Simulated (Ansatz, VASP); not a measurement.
# Si in VASP and in Ansatz

The input INCAR:

```
SYSTEM = Si
ALGO = Normal
DIPOL = 0.5 0.5 0.328
EDIFF = 1E-7
ENCUT = 520
GGA = CA
IDIPOL = 3
ISIF = 2
ISMEAR = 0
ISPIN = 2
LASPH = .TRUE.
LCHARG = .FALSE.
LDIPOL = .TRUE.
LORBIT = 11
LREAL = .FALSE.
LWAVE = .FALSE.
MAGMOM = 0 0 0 0 2
NBANDS = 22
NELM = 150
PREC = Accurate
SIGMA = 0.05
```

File KPOINTS:

```
k-points
0
G
  7 7 1
  0 0 0
```

File POSCAR:

```
Si
1.0
    3.8195065206      0.0000000000      0.0000000000
    0.0000000000      3.8195065206      0.0000000000
    0.0000000000      0.0000000000     21.0645252450
Si
5
Direct
    0.0000000000      0.5000000000      0.1898927203
    0.0000000000      0.0000000000      0.2540004780
    0.5000000000      0.0000000000      0.3202822601
    0.5000000000      0.5000000000      0.3828486591
    0.8750000000      0.8750000000      0.4953600959
```

Input for Ansatz:

```yaml
crystal:
  lattice:
    - [3.8195065206, 0.0, 0.0]
    - [0.0, 3.8195065206, 0.0]
    - [0.0, 0.0, 21.064525245]
  atoms:
    - { symbol: Si, position: [0.0, 0.5, 0.1898927203] }
    - { symbol: Si, position: [0.0, 0.0, 0.254000478] }
    - { symbol: Si, position: [0.5, 0.0, 0.3202822601] }
    - { symbol: Si, position: [0.5, 0.5, 0.3828486591] }
    - { symbol: Si, position: [0.875, 0.875, 0.4953600959], spin: 2.0 }
basis:
  ecutwfc: 420
kpoints:
  mp_grid: { grid: [7, 7, 1] }
hamiltonian:
  xc: lda
  pseudopotentials: { kind: paw, azcp: { folder: soft_1 } }
scf:
  occupations: { method: gaussian, width: 0.05 }
output:
  forces: true
  eigenvalues: true
  populations: true
magnetization:
  spin_polarized: true
efield:
  axis: 3
  dipole_correction: true
  ramp_width: 0.04
```

Alike in both runs: task single point; functional LDA; k mesh 7 × 7 × 1; occupations gaussian, width 0.05 eV; collinear spin.

|  | VASP | Ansatz |
| --- | --- | --- |
| version | VASP 6.6.1 | Ansatz 0.2.0 |
| potentials or method | VASP PAW LDA potentials, release 64 (Si), cutoff 520 eV | scalar-relativistic, plane waves, PAW |
| valence electrons in the cell | 20 | 20 |

```tsv
	VASP	Ansatz	Ansatz less VASP
gap on the k mesh at the Fermi level (eV)	none	none	-
rms of the force components (eV/Å)	0.598	0.594	-0.0046
net moment per atom (μB)	0.08	0.09	+0.015
size of the moment on the site where the two differ most (μB)	0.09	0.20	+0.111
```

Ansatz warns that its potentials were made for another functional, while VASP's fit it. LDA's correlation is that of Perdew and Zunger in VASP and of Perdew and Wang (1992) in Ansatz. Site moments also hang on the region over which each program counts them. Atom by atom the forces differ by 0.009 eV/Å (rms over components). A gap of «none» marks a metal or a gap that the smearing closes.
